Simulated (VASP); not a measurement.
# LiH (I-4m2) in VASP: single point with HSE06

Aim: the single point of LiH with HSE06.

All numbers are computed with VASP 6.6.1; they aren't measurements. Logs are shortened: lines on timing, memory, paths and dates and some standing lists are left out, and cuts for length are marked.

### Step 1. The cell of the first run

It takes space group I-4m2 (No. 119, tetragonal). The conventional cell has a = 3.034 Å, b = 3.034 Å, c = 4.343 Å, α = 90.00°, β = 90.00°, γ = 90.00°. Li (site symmetry -4m2) has 4 H at 1.87 Å within 2.5 Å. Within 2.5 Å of H (site symmetry -4m2) lie 4 Li at 1.87 Å.

### Step 2. Single point, HSE06 (uniaxial x strain +1.2%)

POSCAR

```
LiH
1.0
    0.0000000000      2.1451220099      2.1451220099
    2.1712924984      0.0000000000      2.1451220099
    2.1712924984      2.1451220099      0.0000000000
Li H
1 1
Direct
    0.0000000000      0.0000000000      0.0000000000
    0.2500000000      0.2500000000      0.2500000000
```

INCAR.step1

```
ALGO = Normal
EDIFF = 1E-5
ENCUT = 650
GGA = PE
GGA_COMPAT = F
ISIF = 2
ISMEAR = 0
LASPH = T
LREAL = F
LWAVE = T
NBANDS = 9
NELM = 120
PREC = Accurate
SIGMA = 0.01
```

INCAR.step2

```
ALGO = Normal
EDIFF = 1E-6
ENCUT = 650
GGA = PE
GGA_COMPAT = F
HFSCREEN = 0.2079
ISIF = 2
ISMEAR = 0
ISTART = 1
LASPH = T
LCHARG = T
LELF = T
LHFCALC = T
LREAL = F
LVHAR = T
LWAVE = F
NBANDS = 9
NELM = 120
PREC = Accurate
PRECFOCK = Normal
SIGMA = 0.01
```

KPOINTS

```
k-points
0
Gamma
  8 8 8
```

Potentials or basis: VASP PAW PBE potentials, release 64 (Li_sv, H).

Started as:

```console
$ cat potpaw_PBE.64/Li_sv/POTCAR potpaw_PBE.64/H/POTCAR > POTCAR
$ cp INCAR.step1 INCAR
$ mpirun -np 1 vasp_std > vasp.out
$ cp INCAR.step2 INCAR
$ mpirun -np 1 vasp_std > vasp.out
```

OUTCAR:

```text
EDIFF = 1E-6
   ENCUT = 650
   GGA = PE
   HFSCREEN = 0.2079
   ISIF = 2
   ISMEAR = 0
   ISTART = 1
   LASPH = T
   LHFCALC = T
   LREAL = F
   NELM = 120
   PREC = Accurate
   PRECFOCK = Normal

 ion  position               nearest neighbor table
   1  0.000  0.000  0.000-
   2  0.250  0.250  0.250-

  LATTYP: Found a body centered tetragonal cell.
 ALAT       =     3.0336606393
 C/A-ratio  =     1.4314669678

  Lattice vectors:

 A1 = (   2.1712924984,   0.0000000000,   2.1451220099)
 A2 = (   2.1712924984,   0.0000000000,  -2.1451220099)
 A3 = (  -2.1712924984,   2.1451220099,   0.0000000000)

Analysis of symmetry for initial positions (statically):
=====================================================================
 Subroutine PRICEL returns:
 Original cell was already a primitive cell.

 Routine SETGRP: Setting up the symmetry group for a
 body centered tetragonal supercell.

 Subroutine GETGRP returns: Found  8 space group operations
 (whereof  8 operations were pure point group operations)
 out of a pool of 16 trial point group operations.

The static configuration has the point symmetry D_2d.

Analysis of symmetry for dynamics (positions and initial velocities):
=====================================================================
 Subroutine PRICEL returns:
 Original cell was already a primitive cell.

 Routine SETGRP: Setting up the symmetry group for a
 body centered tetragonal supercell.

 Subroutine GETGRP returns: Found  8 space group operations
 (whereof  8 operations were pure point group operations)
 out of a pool of 16 trial point group operations.

The dynamic configuration has the point symmetry D_2d.

 Subroutine INISYM returns: Found  8 space group operations
 (whereof  8 operations are pure point group operations),
 and found     1 'primitive' translations

----------------------------------------------------------------------------------------

                                     Primitive cell

  volume of cell :      19.9826

  direct lattice vectors                    reciprocal lattice vectors
     0.000000000  2.145122010  2.145122010    -0.230277588  0.233086975  0.233086975
     2.171292498  0.000000000  2.145122010     0.230277588 -0.233086975  0.233086975
     2.171292498  2.145122010  0.000000000     0.230277588  0.233086975 -0.233086975

  length of vectors
     3.033660639  3.052222068  3.052222068     0.402103026  0.402103026  0.402103026

  position of ions in fractional coordinates (direct lattice)
     0.000000000  0.000000000  0.000000000
     0.250000000  0.250000000  0.250000000

  ion indices of the primitive-cell ions
   primitive index   ion index
                 1           1
                 2           2

----------------------------------------------------------------------------------------

 KPOINTS: k-points

Automatic generation of k-mesh.
 Grid dimensions read from file:
 generate k-points for:    8    8    8

 Generating k-lattice:

  Cartesian coordinates                     Fractional coordinates (reciprocal lattice)
    -0.028784699  0.029135872  0.029135872     0.125000000  0.000000000  0.000000000
     0.028784699 -0.029135872  0.029135872     0.000000000  0.125000000  0.000000000
     0.028784699  0.029135872 -0.029135872     0.000000000  0.000000000  0.125000000

  Length of vectors
     0.050262878  0.050262878  0.050262878

  Shift w.r.t. Gamma in fractional coordinates (k-lattice)
     0.000000000  0.000000000  0.000000000

 Subroutine IBZKPT returns following result:
 ===========================================

 Found     59 irreducible k-points:

 Following reciprocal coordinates:
            Coordinates               Weight
  0.000000  0.000000  0.000000      1.000000
  0.125000  0.000000  0.000000      8.000000
  0.250000  0.000000  0.000000      8.000000
  0.375000  0.000000  0.000000      8.000000
  0.500000  0.000000  0.000000      4.000000
  0.125000  0.125000  0.000000      4.000000
[... 16 lines left out ...]
  0.250000  0.125000  0.125000      4.000000
  0.375000  0.125000  0.125000      8.000000
 [... further k-points ...]
   k-points           NKPTS =     59   k-points in BZ     NKDIM =    512   number of bands    NBANDS=      9
   number of dos      NEDOS =    301   number of ions     NIONS =      2
   total plane-waves  NPLWV =  21952
   dimension x,y,z NGX =    28 NGY =   28 NGZ =   28
   dimension x,y,z NGXF=    56 NGYF=   56 NGZF=   56
   ions per type =               1   1
   NGX,Y,Z   is equivalent  to a cutoff of  15.34, 15.25, 15.25 a.u.
   NGXF,Y,Z  is equivalent  to a cutoff of  30.69, 30.50, 30.50 a.u.
 SYSTEM =  unknown system
   PREC   = accura    normal or accurate (medium, high low for compatibility)
   ISTART =      1    job   : 0-new  1-cont  2-samecut
   ICHARG =      0    charge: 1-file 2-atom 10-const
   ISPIN  =      1    spin polarized calculation?
   LNONCOLLINEAR =      F non collinear calculations
   LSORBIT =      F    spin-orbit coupling
   LASPH  =      T    aspherical Exc in radial PAW
   ENCUT  =  650.0 eV  47.77 Ry    6.91 a.u.   6.31  6.34  6.34*2*pi/ulx,y,z
   NELM   =    120;   NELMIN=  2; NELMDL=  0     # of ELM steps
   EDIFF  = 0.1E-05   stopping-criterion for ELM
   LREAL  =      F    real-space projection
   EDIFFG = 0.1E-04   stopping-criterion for IOM
   NSW    =      0    number of steps for IOM
   IBRION =     -1    ionic relax: 0-MD 1-quasi-New 2-CG
   NFREE  =      0    steps in history (QN), initial steepest desc. (CG)
   ISIF   =      2    stress and relaxation
   ISYM   =      3    0-nonsym 1-usesym 2-fastsym
   POTIM  = 0.5000    time-step for ionic-motion
   TEBEG  =    0.0;   TEEND  =   0.0 temperature during run
   PSTRESS=    0.0 pullay stress
   NELECT =       4.0000    total number of electrons
   NUPDOWN=      -1.0000    fix difference up-down
   EMIN   =  10.00;   EMAX   =-10.00  energy-range for DOS
   EFERMI =   0.00;   METHOD = LEGACY
   ISMEAR =     0;   SIGMA  =   0.01  broadening in eV -4-tet -1-fermi 0-gaus
   EFERMI_NEDOS =   21; number of points for ismear=-14 and -15
   IALGO  =     38    algorithm
   IMIX   =      1    mixing-type and parameters
     AMIX     =   0.40;   BMIX     =  1.00
     AMIX_MAG =   1.60;   BMIX_MAG =  1.00
  volume/ion in A,a.u.               =       9.99        67.42
  Fermi-wavevector in a.u.,A,eV,Ry     =   0.957659  1.809712 12.478039  0.917110
  Thomas-Fermi vector in A             =   2.086696
   LORBIT       =      0    0 simple, 1 ext, 2 COOP (PROOUT), +10 PAW based schemes
   GGA     = PE    functional components
   LHFCALC =     T    Hartree Fock is set to
   PRECFOCK=normal    Normal, Fast or Accurate (Low or Medium for compatibility)
   ENCUT4O =  -1.0   cutoff for four orbital integrals eV
   NKREDX  =     1    reduce k-point grid by
   NKREDY  =     1    reduce k-point grid by
   NKREDZ  =     1    reduce k-point grid by
   AEXX    =    0.2500 exact exchange contribution
   HFSCREEN=    0.2079 screening length (either q_TF or 0.3 A-1)
   HFSCREENC=   0.2079 screening length for correlation (either q_TF or 0.3 A-1)
   ENCUTFOCK=  -1.0 apply spherical cutoff to Coloumb kernel
   IVDW    =     0    specifies the selected vdW correction
   LEPSILON=     F    determine dielectric tensor
   LRPA    =     F    only Hartree local field effects (RPA)
 non-spin polarized calculation
 Gauss-broadening in eV      SIGMA  =   0.01
  energy-cutoff  :      650.00
  volume of cell :       19.98
 maximum number of plane-waves:       761
 NGX is ok and might be reduce to    28
  NGX = 20; NGY = 20; NGZ = 20

 number of electron       3.9999999 magnetization

 Free energy of the ion-electron system (eV)
  ---------------------------------------------------
  ext. energy  EPLUGINS =         0.00000000
  ---------------------------------------------------
  free energy    TOTEN  =        -6.68303684 eV

  energy without entropy =       -6.68303684  energy(sigma->0) =       -6.68303684

 E-fermi :  -2.2104     XC(G=0):  -6.4521

 val. band max:       -2.4340168268   @ k =   0.5000  -0.2500   0.2500
 cond. band min:       2.7643251865   @ k =   0.5000   0.0000   0.0000
 fundamental gap:      5.1983420134
 Fermi energy:        -2.2103592480

 k-point     1 :       0.0000    0.0000    0.0000
  band No.  band energies     occupation
      1     -48.7455      2.00000
      2      -6.5813      2.00000
      3      12.0790      0.00000
      4      16.2627      0.00000
      5      16.2741      0.00000
      6      16.2741      0.00000
      7      18.8063      0.00000
      8      18.8146      0.00000
      9      18.8146      0.00000

 k-point     2 :       0.1250    0.0000    0.0000
  band No.  band energies     occupation
      1     -48.7420      2.00000
      2      -6.3011      2.00000
      3      10.5191      0.00000
      4      14.8237      0.00000
      5      15.4610      0.00000
      6      15.5197      0.00000
      7      19.9423      0.00000
      8      19.9610      0.00000
      9      22.2648      0.00000

 k-point     3 :       0.2500    0.0000    0.0000
  band No.  band energies     occupation
      1     -48.7333      2.00000
      2      -5.4879      2.00000
      3       7.1087      0.00000
      4      14.5193      0.00000
      5      14.6628      0.00000
      6      14.8143      0.00000
      7      19.7188      0.00000
      8      20.0087      0.00000
      9      21.5095      0.00000

 k-point     4 :       0.3750    0.0000    0.0000
  band No.  band energies     occupation
      1     -48.7245      2.00000
      2      -4.3291      2.00000
      3       4.1093      0.00000
      4      14.0418      0.00000
      5      14.2451      0.00000
      6      15.0058      0.00000
      7      18.3025      0.00000
      8      18.5758      0.00000
      9      21.2617      0.00000
[... 205 lines left out ...]
 k-point    22 :       0.0000    0.1250    0.1250
  band No.  band energies     occupation
      1     -48.7409      2.00000
      2      -6.2160      2.00000
      3      10.7025      0.00000
      4      14.0049      0.00000
      5      14.0049      0.00000
      6      16.1538      0.00000
      7      19.6935      0.00000
      8      20.9671      0.00000
      9      21.7716      0.00000

 k-point    23 :       0.2500    0.1250    0.1250
  band No.  band energies     occupation
      1     -48.7367      2.00000
      2      -5.8348      2.00000
      3       8.7568      0.00000
      4      12.5919      0.00000
      5      15.2651      0.00000
      6      16.1952      0.00000
      7      19.7041      0.00000
      8      20.5982      0.00000
      9      21.6897      0.00000

 k-point    24 :       0.3750    0.1250    0.1250
  band No.  band energies     occupation
      1     -48.7279      2.00000
      2      -4.8789      2.00000
      3       5.9133      0.00000
      4      11.4034      0.00000
      5      15.0632      0.00000
      6      15.4989      0.00000
      7      19.3213      0.00000
      8      19.5363      0.00000
      9      23.1209      0.00000

 [... further k-points ...]

------------------------ aborting loop because EDIFF is reached ----------------------------------------

  FORCE on cell =-STRESS in cart. coord.  units (eV):
  Direction    XX          YY          ZZ          XY          YZ          ZX
  --------------------------------------------------------------------------------------
  -------------------------------------------------------------------------------------
  Total       -0.1289472     -0.1038231     -0.1038231      0.0000000      0.0000000      0.0000000
  in kB      -10.3388030     -8.3243875     -8.3243875      0.0000000      0.0000000      0.0000000
  external PRESSURE =      -8.9958593 kB  Pullay stress =       0.0000000 kB

 VOLUME and BASIS-vectors are now :
 -----------------------------------------------------------------------------
  energy-cutoff  :      650.00
  volume of cell :       19.98
      direct lattice vectors                 reciprocal lattice vectors
     0.000000000  2.145122010  2.145122010    -0.230277588  0.233086975  0.233086975
     2.171292498  0.000000000  2.145122010     0.230277588 -0.233086975  0.233086975
     2.171292498  2.145122010  0.000000000     0.230277588  0.233086975 -0.233086975

 POSITION                                       TOTAL-FORCE (eV/Angst)
 -----------------------------------------------------------------------------------
      0.00000      0.00000      0.00000        -0.000000     -0.000000     -0.000000
      1.08565      1.07256      1.07256         0.000000      0.000000      0.000000
 -----------------------------------------------------------------------------------
    total drift:                                0.000000      0.000000     -0.000000

  FREE ENERGIE OF THE ION-ELECTRON SYSTEM (eV)
  ---------------------------------------------------
  free  energy   TOTEN  =        -6.6830368447 eV

  energy  without entropy=       -6.6830368447  energy(sigma->0) =       -6.68303684
```

It took 14 min on 1 thread of Intel Xeon Platinum 8259CL at 2.50GHz (Skylake/Cascade Lake), shared host; peak memory 0.28 GiB.

Results:

```
Free energy            : -6.6830 eV
Pressure               : -0.9 GPa
Band gap on the k mesh : 5.20 eV (least direct gap 6.38 eV)
```

Caveat: the cell differs from its parent crystal (uniaxial x strain +1.2%); the PAW data sets were made with another functional, which shifts forces and pressure a little. A k mesh can miss the band edges.
